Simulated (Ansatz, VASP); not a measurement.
Ti in VASP and in Ansatz

```
CELL_PARAMETERS angstrom
2.47316 4.28363 0.00000
-4.94632 0.00000 0.00000
0.00000 0.00000 32.70203
ATOMIC_POSITIONS crystal
Ti 0.00000 0.00000 0.60762
Ti 0.66667 0.33333 0.59112
Ti 0.33333 0.66667 0.58940
Ti 0.60881 0.61279 0.66393
Ti 0.38721 0.99602 0.66393
Ti 0.00398 0.39119 0.66393
Ti 0.00000 0.00000 0.72754
Ti 0.66667 0.33333 0.73775
Ti 0.33333 0.66667 0.73734
Ti 0.68331 0.68484 0.79961
Ti 0.31516 0.99847 0.79961
Ti 0.00153 0.31669 0.79961
```

Alike in both runs: task single point; functional LDA; k mesh 9 × 9 × 1; occupations methfessel-paxton of order 1, width 0.1 eV; no spin polarisation.

|  | VASP | Ansatz |
| --- | --- | --- |
| version | VASP 6.6.1 | Ansatz 0.2.0 |
| potentials or method | VASP PAW LDA potentials, release 64 (Ti_sv), cutoff 400 eV | scalar-relativistic, plane waves, PAW |
| valence electrons in the cell | 144 | 144 |

|  | VASP | Ansatz | Ansatz less VASP |
| --- | --- | --- | --- |
| gap on the k mesh at the Fermi level (eV) | none | none | - |
| rms of the force components (eV/Å) | 0.173 | 0.173 | -0.0005 |

Ansatz warns that its potentials were made for another functional, while VASP's fit it. LDA's correlation is that of Perdew and Zunger in VASP and of Perdew and Wang (1992) in Ansatz. Atom by atom the forces differ by 0.007 eV/Å (rms over components). A gap of «none» marks a metal or a gap that the smearing closes.
